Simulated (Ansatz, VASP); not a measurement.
## One calculation of HgTe, two programs

Contents of INCAR:

```
ALGO = Normal ; EDIFF = 1E-7
ENCUT = 520 ; GGA = PE
ISIF = 2 ; ISMEAR = 0
LASPH = True ; LCHARG = False
LREAL = False ; LWAVE = False
NBANDS = 16 ; NELM = 60
PREC = Accurate ; SIGMA = 0.15
```

Contents of KPOINTS:

```
k-points
0
Gamma
  16 16 16
```

POSCAR

```
HgTe
1.0
    0.0000000000      3.2416781344      3.4910379909
    3.2416781344      0.0000000000      3.4910379909
    3.2416781344      3.2416781344      0.0000000000
Hg Te
1 1
Direct
    0.0000000000      0.0000000000      0.0000000000
    0.7500000000      0.7500000000      0.7500000000
```

Input for Ansatz:

```yaml
crystal:
  lattice:
    - [0.0, 3.2416781247, 3.4910379804]
    - [3.2416781247, 0.0, 3.4910379804]
    - [3.2416781247, 3.2416781247, 0.0]
  atoms:
    - { symbol: Hg, position: [0.0, 0.0, 0.0] }
    - { symbol: Te, position: [0.75, 0.75, 0.75] }
basis:
  ecutwfc: 420
kpoints:
  mp_grid: { grid: [16, 16, 16] }
hamiltonian:
  xc: pbe
scf:
  occupations: { method: gaussian, width: 0.15 }
output:
  forces: true
  stress: true
  eigenvalues: true
  write_density: true
  write_potential: true
  elf: true
  volumetric_format: npy
```

Change from the starting cell: strain -0.025 along x and y, +0.050 along z, atoms carried along.

Alike in both runs: task single point; functional PBE; k mesh 16 × 16 × 16; occupations gaussian, width 0.15 eV; no spin polarisation.

|  | VASP | Ansatz |
| --- | --- | --- |
| version | VASP 6.6.1 | Ansatz 0.2.0 |
| potentials or method | VASP PAW PBE potentials, release 64 (Hg, Te), cutoff 520 eV | scalar-relativistic, plane waves, PAW |
| valence electrons in the cell | 18 | 36 |

```csv
,VASP,Ansatz,Ansatz less VASP
gap on the k mesh at the Fermi level (eV),none,none,-
pressure (GPa),0.1,0.0,-0.04
"traceless stress, the component that is largest in VASP (GPa)",-0.83,-0.83,0.000
```

A gap of «none» marks a metal or a gap that the smearing closes. The functional is the same, so the differences come from potentials, cutoffs and numerics. VASP's potentials hold 18 valence electrons a cell and Ansatz's 36, so a difference there can come from the potentials and not from the codes.

Spin-orbit coupling is off throughout.
